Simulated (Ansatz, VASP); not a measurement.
## Two plane-wave programs on Si

```
CELL_PARAMETERS angstrom
0.00000 2.73912 2.73912
2.72211 0.01701 2.72211
2.72211 2.72211 0.01701
ATOMIC_POSITIONS crystal
Si 0.50000 0.50000 0.50000
Si 0.75000 0.75000 0.75000
```

Change from the starting cell: strain +0.0125 x Voigt [0, 0, 0, 1, 0, 0], atoms carried along.

Alike in both runs: task single point; functional r2SCAN; k mesh 8 × 8 × 8; occupations gaussian, width 0.05 eV; no spin polarisation.

```csv
,VASP,Ansatz
version,VASP 6.6.1,Ansatz 0.2.0
potentials or method,"VASP PAW PBE potentials, release 64 (Si), cutoff 520 eV","scalar-relativistic, plane waves, PAW"
valence electrons in the cell,8,8
```

|  | VASP | Ansatz | Ansatz less VASP |
| --- | --- | --- | --- |
| gap on the k mesh at the Fermi level (eV) | 0.81 | 0.79 | -0.014 |
| least direct gap on the mesh (eV) | 2.64 | 2.63 | -0.016 |
| pressure (GPa) | -0.2 | 0.0 | +0.24 |
| traceless stress, the component that is largest in VASP (GPa) | -1.35 | -1.34 | +0.005 |
| rms of the force components (eV/Å) | 0.068 | 0.068 | +0.0008 |

VASP's potentials were made for PBE, not for r2SCAN. Atom by atom the forces differ by 0.001 eV/Å (rms over components). With one functional, cell and mesh, what is left measures potentials, basis and numerics.
